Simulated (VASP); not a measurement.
Write the native input for VASP 6.6.1 that does the following.

```
Task                   : single point
Functional             : LDA
Potentials or basis    : VASP PAW LDA potentials, release 64 (Zn)
Cutoff                 : 520 eV
k mesh                 : 12 × 12 × 7
Occupations            : fermi-dirac, width 0.05 eV
Spin                   : no spin polarisation
Dipole correction      : no
Further INCAR settings : ALGO = Normal; EDIFF = 1e-06; NBANDS = 19
```

The structure of Zn lies in POSCAR:

```
Zn
1.0
    2.7850770257      0.0000000000      0.0000000000
   -1.3925385129      2.4119474558      0.0000000000
    0.0000000000      0.0000000000      4.5118247817
Zn
2
Direct
    0.2133333333      0.6066666667      0.1600000000
    0.7866666667      0.3933333333      0.8400000000
```

This cell differs from its parent crystal: shortest bond scaled by 0.64.

The input as run:

INCAR

```
SYSTEM = Zn
PREC     = Accurate       ! precision mode
ENCUT    = 520            ! plane-wave cutoff, eV
EDIFF    = 1E-6           ! SCF threshold, eV
ISMEAR   = -1             ! smearing method
SIGMA    = 0.05           ! smearing width, eV
LREAL    = .FALSE.        ! projectors in reciprocal space
LASPH    = .TRUE.         ! aspherical terms in the spheres
NELM     = 60             ! most SCF steps
ALGO     = Normal         ! electronic algorithm
ISIF     = 2              ! what is computed and relaxed
LWAVE    = .FALSE.        ! write WAVECAR
LCHARG   = .FALSE.        ! write CHGCAR
NBANDS   = 19             ! bands
```

KPOINTS

```
Automatic mesh
0
G
  12 12 7
  0 0 0
```

Potentials or basis: VASP PAW LDA potentials, release 64 (Zn).

Command:

```console
$ cat potpaw_LDA.64/Zn/POTCAR > POTCAR
$ mpirun -np 1 vasp_std > vasp.out
```

It gave:

```json
{
 "Pressure": "43.1 GPa",
 "Largest force": "14.152 eV/Å",
 "Band gap on the k mesh": "zero (band 12 reaches 4.40 eV, above the bottom of band 13 at 1.33 eV)"
}
```

Caveat: the cell differs from its parent crystal (shortest bond scaled by 0.64); forces of over 1 eV/Å act on the atoms, so gaps and moduli don't describe the material at rest.

Run time: 100 s on 1 thread of Intel Xeon 6975P-C (shared host), peak memory 0.24 GiB.
